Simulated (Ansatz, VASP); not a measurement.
## One calculation of WS, two programs

```xyz
4
Lattice="4.0112 0.0000 0.0000 -2.0056 3.4738 0.0000 0.0000 0.0000 7.1713" Properties=species:S:1:pos:R:3 pbc="T T T"
S     0.0000    2.3159    2.5522
S     2.0056    1.1579    6.1378
W     0.0000    2.3159    0.1371
W     2.0056    1.1579    3.7227
```

Alike in both runs: task single point; functional PBEsol; k mesh 12 × 12 × 6; occupations gaussian, width 0.1 eV; no spin polarisation.

|  | VASP | Ansatz |
| --- | --- | --- |
| version | VASP 6.6.1 | Ansatz 0.2.0 |
| potentials or method | VASP PAW PBE potentials, release 64 (S, W_sv), cutoff 520 eV | scalar-relativistic, plane waves, PAW |
| valence electrons in the cell | 40 | 40 |

VASP gave:

```
gap on the k mesh at the Fermi level (eV)                     : none
pressure (GPa)                                                : -25.9
traceless stress, the component that is largest in VASP (GPa) : 2.84
rms of the force components (eV/Å)                            : 0.700
```

Task: What did Ansatz give for the same quantities?

Result: gap on the k mesh at the Fermi level (eV): none; pressure (GPa): -26.0; traceless stress, the component that is largest in VASP (GPa): 2.74; rms of the force components (eV/Å): 0.701.

VASP's potentials were made for PBE, not for PBEsol. Atom by atom the forces differ by 0.000 eV/Å (rms over components). A gap of «none» marks a metal or a gap that the smearing closes. The functional is the same, so the differences come from potentials, cutoffs and numerics.

Spin-orbit coupling is off throughout.
